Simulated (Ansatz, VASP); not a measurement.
Na in VASP and in Ansatz

```
Na
1.0
    -2.10329    2.10329    2.10329
     2.10329   -2.10329    2.10329
     2.10329    2.10329   -2.10329
Na
1
Direct
  0.00000 0.00000 0.00000
```

Change from the starting cell: volume scaled by 0.98, crystal datasets.

Alike in both runs: task electric field gradients; functional PBE; k mesh 12 × 12 × 12; occupations fermi-dirac, width 0.05 eV; no spin polarisation.

|  | VASP | Ansatz |
| --- | --- | --- |
| version | VASP 6.6.1 | Ansatz 0.2.0 |
| potentials or method | VASP PAW PBE potentials, release 64 (Na_pv), cutoff 400 eV | all-electron PAW with datasets made for the crystal, scalar-relativistic |

```tsv
	VASP	Ansatz	Ansatz less VASP
pressure (GPa)	-0.2	0.0	+0.19
```

Ansatz ran all-electron here, and VASP with PAW potentials.
